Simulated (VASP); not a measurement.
A run of VASP 6.6.1:

The input INCAR:

```
SYSTEM = Se
PREC = Accurate
ENCUT = 520
EDIFF = 1E-8
ISMEAR = -1
SIGMA = 0.02
LREAL = .FALSE.
LASPH = .TRUE.
NELM = 80
ALGO = Normal
ISIF = 2
LWAVE = .FALSE.
LCHARG = .FALSE.
GGA = PS
LEFG = .TRUE.
NBANDS = 16
```

KPOINTS

```
Automatic mesh
0
G
  8 8 6
  0 0 0
```

File POSCAR:

```
Se
1.0
    4.2662637173      0.0000000000      0.0000000000
   -2.1331318586      3.6946927584      0.0000000000
    0.0000000000      0.0000000000      4.8484124658
Se
3
Direct
    0.2170000000      0.0000000000      0.1666666667
    0.0000000000      0.2170000000      0.8333333333
    0.7830000000      0.7830000000      0.5000000000
```

Potentials or basis: VASP PAW PBE potentials, release 64 (Se).

Command:

```sh
$ cat potpaw_PBE.64/Se/POTCAR > POTCAR
$ mpirun -np 1 vasp_std > vasp.out
```

Hardware: 1 thread of AMD EPYC 7R43 64-Core Processor (Zen 3) (shared host).

Q: Estimate the wall time of this run.

A: It took 48 s on 1 thread of AMD EPYC 7R43 64-Core Processor (Zen 3), with other jobs on the host, peak memory 0.17 GiB. Counts: scf iterations 14, k points 50.
